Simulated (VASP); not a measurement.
# N (Pa-3) in VASP: notebook, part 2 of 2

VASP 6.6.1. The steps go on from the part before.

## 3. Relaxation of cell and atoms, revPBE

This run uses another cell than the first one, of 22.47 Å³/atom, 0.553 times its volume.

File INCAR:

```
SYSTEM = N
PREC = Accurate
ENCUT = 600
EDIFF = 1E-6
ISMEAR = -1
SIGMA = 0.05
LREAL = .False.
LASPH = .True.
NELM = 60
ALGO = Normal
ISIF = 3
LWAVE = .False.
LCHARG = .False.
GGA = RE
IBRION = 2
NSW = 80
EDIFFG = -0.01
```

File KPOINTS:

```
Automatic mesh
0
Gamma
  3 3 3
  0 0 0
```

File POSCAR:

```
N
1.0
    5.6440000000      0.0000000000      0.0000000000
    0.0000000000      5.6440000000      0.0000000000
    0.0000000000      0.0000000000      5.6440000000
N
8
Direct
    0.0540000000      0.0540000000      0.0540000000
    0.4460000000      0.9460000000      0.5540000000
    0.5540000000      0.4460000000      0.9460000000
    0.9460000000      0.5540000000      0.4460000000
    0.9460000000      0.9460000000      0.9460000000
    0.5540000000      0.0540000000      0.4460000000
    0.4460000000      0.5540000000      0.0540000000
    0.0540000000      0.4460000000      0.5540000000
```

Potentials or basis: VASP PAW PBE potentials, release 64 (N).

Launch:

```
> cat potpaw_PBE.64/N/POTCAR > POTCAR
> mpirun -np 1 vasp_std > vasp.out
```

OUTCAR:

```text
SYSTEM = N
   PREC = Accurate
   ENCUT = 600
   EDIFF = 1E-6
   ISMEAR = -1
   LREAL = .False.
   LASPH = .True.
   NELM = 60
   ISIF = 3
   GGA = RE
   IBRION = 2
   NSW = 80
   EDIFFG = -0.01

 ion  position               nearest neighbor table
   1  0.054  0.054  0.054-   5 1.06
   2  0.446  0.946  0.554-   6 1.06
   3  0.554  0.446  0.946-   7 1.06
   4  0.946  0.554  0.446-   8 1.06
   5  0.946  0.946  0.946-   1 1.06
   6  0.554  0.054  0.446-   2 1.06
   7  0.446  0.554  0.054-   3 1.06
   8  0.054  0.446  0.554-   4 1.06

  LATTYP: Found a simple cubic cell.
 ALAT       =     5.6440000000

  Lattice vectors:

 A1 = (   5.6440000000,   0.0000000000,   0.0000000000)
 A2 = (   0.0000000000,   5.6440000000,   0.0000000000)
 A3 = (   0.0000000000,   0.0000000000,   5.6440000000)

Analysis of symmetry for initial positions (statically):
=====================================================================
[... 163 lines left out ...]
  ---------------------------------------------------
  free energy    TOTEN  =       -63.97767315 eV

  energy without entropy =      -63.97767315  energy(sigma->0) =      -63.97767315

------------------------ aborting loop because EDIFF is reached ----------------------------------------

  FORCE on cell =-STRESS in cart. coord.  units (eV):
  Direction    XX          YY          ZZ          XY          YZ          ZX
  --------------------------------------------------------------------------------------
  -------------------------------------------------------------------------------------
  Total       16.5547249     16.5547249     16.5547249     -0.0000000      0.0000000      0.0000000
  in kB      147.5270082    147.5270082    147.5270082     -0.0000000      0.0000000      0.0000000
  external PRESSURE =     147.5270082 kB  Pullay stress =       0.0000000 kB
[... 107 lines left out ...]
  FREE ENERGIE OF THE ION-ELECTRON SYSTEM (eV)
  ---------------------------------------------------
  free  energy   TOTEN  =       -26.3879964070 eV

  energy  without entropy=      -26.3879651127  energy(sigma->0) =      -26.38798076

[... ionic steps 4 to 42 ...]

--------------------------------------- Ionic step       43  -------------------------------------------

 number of electron      39.9999993 magnetization

------------------------ aborting loop because EDIFF is reached ----------------------------------------
[... 79 lines left out ...]
--------------------------------------- Ionic step       45  -------------------------------------------

 number of electron      39.9999993 magnetization

 Free energy of the ion-electron system (eV)
  ---------------------------------------------------
  ext. energy  EPLUGINS =         0.00000000
  ---------------------------------------------------
  free energy    TOTEN  =       -65.36712664 eV

  energy without entropy =      -65.36712664  energy(sigma->0) =      -65.36712664

 E-fermi :  -6.1594     XC(G=0):  -5.2221

 val. band max:       -7.4024397600   @ k =   0.3333   0.0000   0.0000
 cond. band min:       0.1815333973   @ k =   0.0000   0.0000   0.0000
 fundamental gap:      7.5839731572
 Fermi energy:        -6.1593587814

 k-point     1 :       0.0000    0.0000    0.0000
  band No.  band energies     occupation
      1     -25.4756      2.00000
      2     -25.4572      2.00000
      3     -25.4572      2.00000
      4     -25.4572      2.00000
      5     -10.9697      2.00000
      6     -10.9697      2.00000
[... 136 lines left out ...]
  FREE ENERGIE OF THE ION-ELECTRON SYSTEM (eV)
  ---------------------------------------------------
  free  energy   TOTEN  =       -65.3671266447 eV

  energy  without entropy=      -65.3671266446  energy(sigma->0) =      -65.36712664

 reached required accuracy - stopping structural energy minimisation
```

OSZICAR:

```text
N       E                     dE             d eps       ncg     rms          rms(c)
DAV:   1     0.290553058321E+03    0.29055E+03   -0.19759E+04   200   0.150E+03
DAV:   2    -0.445247973576E+02   -0.33508E+03   -0.33270E+03   296   0.344E+02
DAV:   3    -0.682421698784E+02   -0.23717E+02   -0.23651E+02   212   0.101E+02
DAV:   4    -0.685648917288E+02   -0.32272E+00   -0.32256E+00   285   0.128E+01
[... 381 lines left out ...]
       N       E                     dE             d eps       ncg     rms          rms(c)
DAV:   1    -0.653671351127E+02   -0.96469E-05   -0.25371E-04   208   0.105E-01    0.176E-02
DAV:   2    -0.653671281423E+02    0.69704E-05   -0.14898E-05   208   0.234E-02    0.685E-03
DAV:   3    -0.653671268297E+02    0.13126E-05   -0.75321E-06   234   0.143E-02    0.152E-03
DAV:   4    -0.653671266447E+02    0.18508E-06   -0.12521E-07   103   0.267E-03
  45 F= -.65367127E+02 E0= -.65367127E+02  d E =-.280746E-03
```

CONTCAR:

```text
N
   1.00000000000000
     6.2119320519581711    0.0000000000000000   -0.0000000000000000
     0.0000000000000000    6.2119320519581711   -0.0000000000000000
     0.0000000000000000   -0.0000000000000000    6.2119320519581711
  N
     8
Direct
     0.0518721926623634    0.0518721926623634    0.0518721926623634
     0.4481278073376367    0.9481278073376362    0.5518721926623638
     0.5518721926623638    0.4481278073376368    0.9481278073376362
     0.9481278073376362    0.5518721926623638    0.4481278073376367
     0.9481278073376362    0.9481278073376362    0.9481278073376362
     0.5518721926623638    0.0518721926623634    0.4481278073376368
     0.4481278073376367    0.5518721926623638    0.0518721926623634
     0.0518721926623634    0.4481278073376368    0.5518721926623638

  0.00000000E+00  0.00000000E+00  0.00000000E+00
  0.00000000E+00  0.00000000E+00  0.00000000E+00
  0.00000000E+00  0.00000000E+00  0.00000000E+00
  0.00000000E+00  0.00000000E+00  0.00000000E+00
  0.00000000E+00  0.00000000E+00  0.00000000E+00
  0.00000000E+00  0.00000000E+00  0.00000000E+00
  0.00000000E+00  0.00000000E+00  0.00000000E+00
  0.00000000E+00  0.00000000E+00  0.00000000E+00
```

It took 7.9 min on 1 thread of Intel Xeon Platinum 8375C at 2.90GHz (Ice Lake), shared host; peak memory 0.32 GiB.

What came out:

- Free energy: -65.3671 eV
- Relaxed volume: 29.96 Å³/atom
- Relaxed cell: a = 6.212 Å, b = 6.212 Å, c = 6.212 Å, α = 90.00°, β = 90.00°, γ = 90.00°
- Space group after relaxing (to 0.05 Å): Pa-3 (No. 205)
- Energy gained by relaxing: 173.7 meV/atom
- Ionic steps: 45
- Pressure after relaxing: 0.0 GPa
- Largest force after relaxing: 0.005 eV/Å
- Band gap on the k mesh: 7.58 eV, indirect (least direct gap 7.59 eV)

Forces on the atoms (eV/Å):
```
N    0.003  0.003  0.003
N   -0.003 -0.003  0.003
N    0.003 -0.003 -0.003
N   -0.003  0.003 -0.003
N   -0.003 -0.003 -0.003
N    0.003  0.003 -0.003
N   -0.003  0.003  0.003
N    0.003 -0.003  0.003
```

Step by step:
```tsv
step	energy change (eV)	largest force (eV/Å)	pressure (GPa)	volume (Å³)
1	0.0000	11.0173	14.75	179.79
3	37.5897	9.3601	-17.28	218.37
5	4.9360	13.7055	-18.94	187.96
7	-0.6491	5.7964	-6.72	181.77
9	-1.1527	1.9677	-1.48	180.28
11	-1.1959	0.8469	0.02	179.91
13	-1.2009	0.5554	0.40	179.82
15	-1.2018	0.4829	0.51	179.80
17	-1.2020	0.4638	0.53	179.79
19	-1.2020	0.4589	0.53	179.79
21	-1.2060	0.0972	1.26	179.97
23	-1.2902	0.3393	1.15	194.87
25	-1.1629	3.7573	2.51	272.17
27	-1.3254	2.1828	2.35	229.78
29	-1.3416	1.9037	2.00	232.68
31	-1.3787	0.8520	0.73	244.55
33	-1.3813	0.5038	0.30	249.25
35	-1.3823	0.4460	0.26	248.95
37	-1.3882	0.2399	0.18	242.60
39	-1.3892	0.1203	0.14	238.25
41	-1.3889	0.1913	0.17	240.54
43	-1.3894	0.0552	0.06	239.34
45	-1.3895	0.0050	0.00	239.71
```

Final structure:
```
N
1.0
     6.21193    0.00000    0.00000
     0.00000    6.21193    0.00000
     0.00000    0.00000    6.21193
N
8
Direct
  0.05187 0.05187 0.05187
  0.44813 0.94813 0.55187
  0.55187 0.44813 0.94813
  0.94813 0.55187 0.44813
  0.94813 0.94813 0.94813
  0.55187 0.05187 0.44813
  0.44813 0.55187 0.05187
  0.05187 0.44813 0.55187
```

Caveat: the standard files for N, O and F lose accuracy on very short bonds; the volume moved by over 15 % at a fixed basis, so the end points are rough; the PAW data sets were made with another functional, which shifts forces and pressure a little; the volume moved by +33 % from the deposited cell, more than functionals usually miss. Zero-point motion and thermal expansion aren't in these numbers.

## 4. Single point, revPBE

File INCAR:

```
SYSTEM = N
ALGO = Normal
EDIFF = 1E-6
ENCUT = 520
GGA = RE
ISIF = 2
ISMEAR = -1
LASPH = .True.
LCHARG = .True.
LELF = .True.
LREAL = .False.
LVHAR = .True.
LWAVE = .False.
NBANDS = 30
NELM = 100
PREC = Accurate
SIGMA = 0.05
```

File KPOINTS:

```
k-points
0
Gamma
  5 5 5
  0 0 0
```

File POSCAR:

```
N
1.0
    6.8744341547      0.0000000000      0.0000000000
    0.0000000000      6.8744341547      0.0000000000
    0.0000000000      0.0000000000      6.8744341547
N
8
Direct
    0.0464021691      0.0464021691      0.0464021691
    0.4535978309      0.9535978309      0.5464021691
    0.5464021691      0.4535978309      0.9535978309
    0.9535978309      0.5464021691      0.4535978309
    0.9535978309      0.9535978309      0.9535978309
    0.5464021691      0.0464021691      0.4535978309
    0.4535978309      0.5464021691      0.0464021691
    0.0464021691      0.4535978309      0.5464021691
```

Launch:

```
> cat potpaw_PBE.64/N/POTCAR > POTCAR
> mpirun -np 1 vasp_std > vasp.out
```

Wall time 77 s (1 thread of Intel Xeon Platinum 8375C at 2.90GHz (Ice Lake), shared host); peak memory 0.4 GiB.

It converged, with:

* Free energy: -65.4278 eV
* Pressure: 1.1 GPa
* Largest force: 1.751 eV/Å
* Band gap on the k mesh: 7.90 eV, indirect (the least direct gap lies 2.0 meV higher)

Forces on the atoms (eV/Å):
```
N    1.011  1.011  1.011
N   -1.011 -1.011  1.011
N    1.011 -1.011 -1.011
N   -1.011  1.011 -1.011
N   -1.011 -1.011 -1.011
N    1.011  1.011 -1.011
N   -1.011  1.011  1.011
N    1.011 -1.011  1.011
```

Levels at points of the mesh, in eV from the valence-band top:
```tsv
k point	band 18	band 19	band 20	band 21	band 22	band 23
(0.00, 0.00, 0.00)	0.00	0.00	0.00	7.90	7.90	7.90
```

Caveat: the standard files for N, O and F lose accuracy on very short bonds; the PAW data sets were made with another functional, which shifts forces and pressure a little.

## 5. Summary

```csv
task,cell,k mesh,cutoff (eV),gap on the mesh (eV),pressure (GPa),largest force (eV/Å)
single point,"a = 6.874 Å, 8 atoms",3 × 3 × 3,520,7.90,1.1,1.75
relaxation of cell and atoms,"relaxed from a = 5.644 Å, 8 atoms",3 × 3 × 3,600,7.58,0.0,0.01
single point,"a = 6.874 Å, 8 atoms",5 × 5 × 5,520,7.90,1.1,1.75
```

Alike in all rows: level revPBE; potentials or basis VASP PAW PBE potentials, release 64 (N); no spin polarisation; smearing fermi-dirac 0.05 eV.

Caveats: the standard files for N, O and F lose accuracy on very short bonds; the PAW data sets were made with another functional, which shifts forces and pressure a little; the volume moved by over 15 % at a fixed basis, so the end points are rough (some runs); the volume moved by +33 % from the deposited cell, more than functionals usually miss (some runs).

Absolute energies hang on the potentials; compare differences alone.
